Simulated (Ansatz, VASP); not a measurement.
**Ta2GaN3: VASP beside Ansatz**

```xyz
6
Lattice="5.5422 0.0000 0.0000 -2.7711 4.7996 0.0000 0.0000 0.0000 3.0515" Properties=species:S:1:pos:R:3 pbc="T T T"
Ta    0.0000    3.1998    0.0000
Ta    2.7711    1.5999    0.0000
Ga    0.0000    0.0000    0.0000
N     2.7711    0.0000    1.5258
N     1.3855    2.3998    1.5258
N    -1.3855    2.3998    1.5258
```

Change from the starting cell: species swapped into the YbB2Ru3 type (P6/mmm, No. 191).

Alike in both runs: task single point; functional PBE; k mesh 6 × 6 × 6; occupations gaussian, width 0.1 eV; collinear spin.

|  | VASP | Ansatz |
| --- | --- | --- |
| version | VASP 6.6.1 | Ansatz 0.2.0 |
| potentials or method | VASP PAW PBE potentials, release 64 (Ta_pv, Ga_d, N), cutoff 520 eV | scalar-relativistic, plane waves, PAW |
| valence electrons in the cell | 50 | 54 |

VASP gave:

| Property | Result |
| --- | --- |
| gap on the k mesh at the Fermi level (eV) | none |
| pressure (GPa) | -19.8 |
| traceless stress, the component that is largest in VASP (GPa) | -20.81 |
| net moment per atom (μB) | 0.00 |

**Question.** Which values does Ansatz return?

**Answer.** gap on the k mesh at the Fermi level (eV): none; pressure (GPa): -20.2; traceless stress, the component that is largest in VASP (GPa): -20.94; net moment per atom (μB): 0.00.

A gap of «none» marks a metal or a gap that the smearing closes. VASP's potentials hold 50 valence electrons a cell and Ansatz's 54, so a difference there can come from the potentials and not from the codes. Ansatz's warnings: seeded moment not kept.

Spin-orbit coupling is off throughout.
